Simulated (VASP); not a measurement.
# SiO2 (P6_422) in VASP: a series of runs

SiO2 is run at these levels: LDA; tasks: single point.

Program: VASP 6.6.1. These are calculated values, not measurements. Logs are shortened: lines on timing, memory, paths and dates and some standing lists are left out, and cuts for length are marked.

### 1 The cell of the first run

The structure is hexagonal, space group P6_422 (No. 181). Conventional cell: a = 5.039 Å, b = 5.039 Å, c = 5.525 Å, α = 90.00°, β = 90.00°, γ = 120.00°. Si (site symmetry 222) has 4 O at 1.60 Å within 2.1 Å. O (site symmetry 2) has 2 Si at 1.60 Å within 2.1 Å.

### 2 Single point, LDA

INCAR

```
SYSTEM = SiO2
PREC     = Accurate       ! precision mode
ENCUT    = 520            ! plane-wave cutoff, eV
EDIFF    = 1E-6           ! SCF threshold, eV
ISMEAR   = 0              ! smearing method
SIGMA    = 0.02           ! smearing width, eV
LREAL    = .FALSE.        ! projectors in reciprocal space
LASPH    = .TRUE.         ! aspherical terms in the spheres
NELM     = 100            ! most SCF steps
ALGO     = Normal         ! electronic algorithm
ISIF     = 2              ! what is computed and relaxed
LWAVE    = .FALSE.        ! write WAVECAR
LCHARG   = .FALSE.        ! write CHGCAR
NBANDS   = 34             ! bands
```

KPOINTS

```
Automatic mesh
0
G
  6 6 4
  0 0 0
```

POSCAR

```
SiO2
1.0
    5.0386983869      0.0000000000      0.0000000000
   -2.5193491935      4.3636408051      0.0000000000
    0.0000000000      0.0000000000      5.5248549997
Si O
3 6
Direct
    0.0000000000      0.5000000000      0.3333333333
    0.5000000000      0.5000000000      0.6666666667
    0.5000000000      0.0000000000      0.0000000000
    0.5843949023      0.7921974512      0.8333333333
    0.7921974512      0.5843949023      0.5000000000
    0.7921974512      0.2078025488      0.1666666667
    0.4156050977      0.2078025488      0.8333333333
    0.2078025488      0.4156050977      0.5000000000
    0.2078025488      0.7921974512      0.1666666667
```

Potentials or basis: VASP PAW LDA potentials, release 64 (Si, O).

Started as:

```console
cat potpaw_LDA.64/Si/POTCAR potpaw_LDA.64/O/POTCAR > POTCAR
mpirun -np 1 vasp_std > vasp.out
```

OUTCAR:

```text
SYSTEM = SiO2
   PREC = Accurate
   ENCUT = 520
   EDIFF = 1E-6
   ISMEAR = 0
   LREAL = .FALSE.
   LASPH = .TRUE.
   NELM = 100
   ISIF = 2

 ion  position               nearest neighbor table
   1  0.000  0.500  0.333-   6 1.60   9 1.60   8 1.60   5 1.60   3 3.12   3 3.12   2 3.12   2 3.12

   2  0.500  0.500  0.667-   4 1.60   7 1.60   5 1.60   8 1.60   3 3.12   3 3.12   1 3.12   1 3.12

   3  0.500  0.000  0.000-   4 1.60   7 1.60   6 1.60   9 1.60   1 3.12   1 3.12   2 3.12   2 3.12

   4  0.584  0.792  0.833-   3 1.60   2 1.60
   5  0.792  0.584  0.500-   1 1.60   2 1.60
   6  0.792  0.208  0.167-   1 1.60   3 1.60
   7  0.416  0.208  0.833-   3 1.60   2 1.60
   8  0.208  0.416  0.500-   1 1.60   2 1.60
   9  0.208  0.792  0.167-   1 1.60   3 1.60

  LATTYP: Found a hexagonal cell.
 ALAT       =     5.0386983869
 C/A-ratio  =     1.0964845632

  Lattice vectors:

 A1 = (   5.0386983869,   0.0000000000,   0.0000000000)
 A2 = (  -2.5193491935,   4.3636408051,   0.0000000000)
 A3 = (   0.0000000000,   0.0000000000,   5.5248549997)

Analysis of symmetry for initial positions (statically):
=====================================================================
 Subroutine PRICEL returns:
 Original cell was already a primitive cell.

 Routine SETGRP: Setting up the symmetry group for a
 hexagonal supercell.

 Subroutine GETGRP returns: Found 12 space group operations
 (whereof  4 operations were pure point group operations)
 out of a pool of 24 trial point group operations.

The static configuration has the point symmetry D_2 .
 The point group associated with its full space group is D_6 .

Analysis of symmetry for dynamics (positions and initial velocities):
=====================================================================
 Subroutine PRICEL returns:
 Original cell was already a primitive cell.

 Routine SETGRP: Setting up the symmetry group for a
 hexagonal supercell.

 Subroutine GETGRP returns: Found 12 space group operations
 (whereof  4 operations were pure point group operations)
 out of a pool of 24 trial point group operations.

The dynamic configuration has the point symmetry D_2 .
 The point group associated with its full space group is D_6 .

 Subroutine INISYM returns: Found 12 space group operations
 (whereof  4 operations are pure point group operations),
 and found     1 'primitive' translations

----------------------------------------------------------------------------------------

                                     Primitive cell

  volume of cell :     121.4754

  direct lattice vectors                    reciprocal lattice vectors
     5.038698387  0.000000000  0.000000000     0.198463953  0.114583217  0.000000000
    -2.519349194  4.363640805  0.000000000     0.000000000  0.229166433  0.000000000
     0.000000000  0.000000000  5.524855000     0.000000000  0.000000000  0.181000225

  length of vectors
     5.038698387  5.038698387  5.524855000     0.229166433  0.229166433  0.181000225

  position of ions in fractional coordinates (direct lattice)
     0.000000000  0.500000000  0.333333333
     0.500000000  0.500000000  0.666666667
     0.500000000  0.000000000  0.000000000
     0.584394902  0.792197451  0.833333333
     0.792197451  0.584394902  0.500000000
     0.792197451  0.207802549  0.166666667
     0.415605098  0.207802549  0.833333333
     0.207802549  0.415605098  0.500000000
     0.207802549  0.792197451  0.166666667

  ion indices of the primitive-cell ions
   primitive index   ion index
                 1           1
                 2           2
                 3           3
                 4           4
                 5           5
                 6           6
                 7           7
                 8           8
                 9           9

----------------------------------------------------------------------------------------

 KPOINTS: Automatic mesh

Automatic generation of k-mesh.
 Grid dimensions read from file:
 generate k-points for:    6    6    4

 Generating k-lattice:

  Cartesian coordinates                     Fractional coordinates (reciprocal lattice)
     0.033077326  0.019097203  0.000000000     0.166666667  0.000000000  0.000000000
     0.000000000  0.038194406  0.000000000     0.000000000  0.166666667  0.000000000
     0.000000000  0.000000000  0.045250056     0.000000000  0.000000000  0.250000000

  Length of vectors
     0.038194406  0.038194406  0.045250056

  Shift w.r.t. Gamma in fractional coordinates (k-lattice)
     0.000000000  0.000000000  0.000000000

 Subroutine IBZKPT returns following result:
 ===========================================

 Found     21 irreducible k-points:

 Following reciprocal coordinates:
            Coordinates               Weight
  0.000000  0.000000  0.000000      1.000000
  0.166667  0.000000  0.000000      6.000000
  0.333333  0.000000  0.000000      6.000000
  0.500000 -0.000000  0.000000      3.000000
  0.166667  0.166667  0.000000      6.000000
  0.333333  0.166667  0.000000     12.000000
[... 13 lines left out ...]
  0.333333  0.166667  0.500000     12.000000
  0.333333  0.333333  0.500000      2.000000
   k-points           NKPTS =     21   k-points in BZ     NKDIM =     21   number of bands    NBANDS=     34
   number of dos      NEDOS =    301   number of ions     NIONS =      9
   total plane-waves  NPLWV =  67200
   dimension x,y,z NGX =    40 NGY =   40 NGZ =   42
   dimension x,y,z NGXF=    80 NGYF=   80 NGZF=   84
   ions per type =               3   6
   NGX,Y,Z   is equivalent  to a cutoff of  13.20, 13.20, 12.64 a.u.
   NGXF,Y,Z  is equivalent  to a cutoff of  26.40, 26.40, 25.28 a.u.
 SYSTEM =  SiO2
   PREC   = accura    normal or accurate (medium, high low for compatibility)
   ISTART =      0    job   : 0-new  1-cont  2-samecut
   ICHARG =      2    charge: 1-file 2-atom 10-const
   ISPIN  =      1    spin polarized calculation?
   LNONCOLLINEAR =      F non collinear calculations
   LSORBIT =      F    spin-orbit coupling
   LASPH  =      T    aspherical Exc in radial PAW
   ENCUT  =  520.0 eV  38.22 Ry    6.18 a.u.   9.37  9.37 10.27*2*pi/ulx,y,z
   NELM   =    100;   NELMIN=  2; NELMDL= -5     # of ELM steps
   EDIFF  = 0.1E-05   stopping-criterion for ELM
   LREAL  =      F    real-space projection
   EDIFFG = 0.1E-04   stopping-criterion for IOM
   NSW    =      0    number of steps for IOM
   IBRION =     -1    ionic relax: 0-MD 1-quasi-New 2-CG
   NFREE  =      0    steps in history (QN), initial steepest desc. (CG)
   ISIF   =      2    stress and relaxation
   ISYM   =      2    0-nonsym 1-usesym 2-fastsym
   POTIM  = 0.5000    time-step for ionic-motion
   TEBEG  =    0.0;   TEEND  =   0.0 temperature during run
   PSTRESS=    0.0 pullay stress
   NELECT =      48.0000    total number of electrons
   NUPDOWN=      -1.0000    fix difference up-down
   EMIN   =  10.00;   EMAX   =-10.00  energy-range for DOS
   EFERMI =   0.00;   METHOD = LEGACY
   ISMEAR =     0;   SIGMA  =   0.02  broadening in eV -4-tet -1-fermi 0-gaus
   EFERMI_NEDOS =   21; number of points for ismear=-14 and -15
   IALGO  =     38    algorithm
   IMIX   =      4    mixing-type and parameters
     AMIX     =   0.40;   BMIX     =  1.00
     AMIX_MAG =   1.60;   BMIX_MAG =  1.00
  volume/ion in A,a.u.               =      13.50        91.08
  Fermi-wavevector in a.u.,A,eV,Ry     =   1.201321  2.270168 19.635558  1.443173
  Thomas-Fermi vector in A             =   2.337133
   LORBIT       =      0    0 simple, 1 ext, 2 COOP (PROOUT), +10 PAW based schemes
   GGA     = CA    functional components
   LHFCALC =     F    Hartree Fock is set to
   AEXX    =    0.0000 exact exchange contribution
   IVDW    =     0    specifies the selected vdW correction
   LEPSILON=     F    determine dielectric tensor
   LRPA    =     F    only Hartree local field effects (RPA)
 non-spin polarized calculation
 Gauss-broadening in eV      SIGMA  =   0.02
  energy-cutoff  :      520.00
  volume of cell :      121.48
 maximum number of plane-waves:      3298
 NGX is ok and might be reduce to    40
   NGX = 19   NGY = 19   NGZ = 21

 number of electron      47.9999978 magnetization

 Free energy of the ion-electron system (eV)
  ---------------------------------------------------
  ext. energy  EPLUGINS =         0.00000000
  ---------------------------------------------------
  free energy    TOTEN  =       -77.81022081 eV

  energy without entropy =      -77.81022081  energy(sigma->0) =      -77.81022081

 E-fermi :   0.4929     XC(G=0):  -9.3629

 val. band max:        0.3614096072   @ k =   0.5000  -0.0000   0.0000
 cond. band min:       5.8558286154   @ k =   0.0000   0.0000   0.0000
 fundamental gap:      5.4944190082
 Fermi energy:         0.4929371685

 k-point     1 :       0.0000    0.0000    0.0000
  band No.  band energies     occupation
      1     -18.8777      2.00000
      2     -17.3538      2.00000
      3     -17.3538      2.00000
      4     -16.7096      2.00000
      5     -16.6691      2.00000
      6     -16.6691      2.00000
[... 26 lines left out ...]
     33      13.3392      0.00000
     34      13.3500      0.00000

 k-point     2 :       0.1667    0.0000    0.0000
  band No.  band energies     occupation
      1     -18.8003      2.00000
      2     -17.4604      2.00000
      3     -17.3481      2.00000
      4     -16.7100      2.00000
      5     -16.6800      2.00000
      6     -16.6759      2.00000
[... 26 lines left out ...]
     33      13.1657      0.00000
     34      13.4111      0.00000
[... 664 lines left out ...]
     33      11.5212      0.00000
     34      11.7025      0.00000

 k-point    21 :       0.3333    0.3333    0.5000
  band No.  band energies     occupation
      1     -18.3548      2.00000
      2     -17.6776      2.00000
      3     -17.6776      2.00000
      4     -16.7263      2.00000
      5     -16.7036      2.00000
      6     -16.7036      2.00000
[... 26 lines left out ...]
     33      11.5703      0.00000
     34      11.5913      0.00000

------------------------ aborting loop because EDIFF is reached ----------------------------------------

  FORCE on cell =-STRESS in cart. coord.  units (eV):
  Direction    XX          YY          ZZ          XY          YZ          ZX
  --------------------------------------------------------------------------------------
  -------------------------------------------------------------------------------------
  Total        0.4304156      0.4304156      0.4815248     -0.0000000      0.0000000      0.0000000
  in kB        5.6768879      5.6768879      6.3509836     -0.0000000      0.0000000      0.0000000
  external PRESSURE =       5.9015865 kB  Pullay stress =       0.0000000 kB

 VOLUME and BASIS-vectors are now :
 -----------------------------------------------------------------------------
  energy-cutoff  :      520.00
  volume of cell :      121.48
      direct lattice vectors                 reciprocal lattice vectors
     5.038698387  0.000000000  0.000000000     0.198463953  0.114583217  0.000000000
    -2.519349194  4.363640805  0.000000000     0.000000000  0.229166433  0.000000000
     0.000000000  0.000000000  5.524855000     0.000000000  0.000000000  0.181000225

 POSITION                                       TOTAL-FORCE (eV/Angst)
 -----------------------------------------------------------------------------------
     -1.25967      2.18182      1.84162         0.000000      0.000000      0.000000
      1.25967      2.18182      3.68324         0.000000      0.000000     -0.000000
      2.51935      0.00000      0.00000         0.000000      0.000000      0.000000
      0.94877      3.45687      4.60405         0.006686      0.003860     -0.000000
      2.51935      2.55009      2.76243        -0.000000      0.007720      0.000000
      3.46812      0.90678      0.92081         0.006686     -0.003860     -0.000000
      1.57058      0.90678      4.60405        -0.006686     -0.003860      0.000000
     -0.00000      1.81355      2.76243         0.000000     -0.007720      0.000000
     -0.94877      3.45687      0.92081        -0.006686      0.003860     -0.000000
 -----------------------------------------------------------------------------------
    total drift:                                0.000000     -0.000000     -0.000001

  FREE ENERGIE OF THE ION-ELECTRON SYSTEM (eV)
  ---------------------------------------------------
  free  energy   TOTEN  =       -77.8102208138 eV

  energy  without entropy=      -77.8102208138  energy(sigma->0) =      -77.81022081
```

Run time: 50 s. Hardware: 1 thread of Intel Xeon Platinum 8488C (Sapphire Rapids), shared host; peak memory 0.22 GiB.

Results:

```
Free energy            : -77.8102 eV
Pressure               : 0.6 GPa
Largest force          : 0.008 eV/Å
Band gap on the k mesh : 5.49 eV, indirect (least direct gap 5.68 eV)
```

Forces in eV/Å, atoms in the order of the input:
```
Si   0.000  0.000  0.000
Si   0.000  0.000  0.000
Si   0.000  0.000  0.000
O    0.007  0.004  0.000
O    0.000  0.008  0.000
O    0.007 -0.004  0.000
O   -0.007 -0.004  0.000
O    0.000 -0.008  0.000
O   -0.007  0.004  0.000
```

Levels at points of the mesh, in eV from the valence-band top:
| k point | band 21 | band 22 | band 23 | band 24 | band 25 | band 26 | band 27 | band 28 |
| --- | --- | --- | --- | --- | --- | --- | --- | --- |
| (0.00, 0.00, 0.00) | -1.02 | -0.49 | -0.49 | -0.19 | 5.49 | 8.73 | 8.73 | 9.02 |
| (0.50, 0.00, 0.00) | -1.20 | -1.02 | -0.36 | 0.00 | 7.54 | 8.39 | 9.40 | 9.46 |
| (0.00, 0.00, 0.50) | -1.21 | -0.29 | 0.00 | 0.00 | 7.32 | 7.32 | 8.19 | 9.62 |
| (0.50, 0.00, 0.50) | -0.95 | -0.75 | -0.71 | -0.35 | 8.58 | 8.98 | 9.02 | 9.15 |

A k mesh can miss the band edges. As with any semilocal functional, this LDA gap is likely too small.

(Part 1 of 2 ends here.)
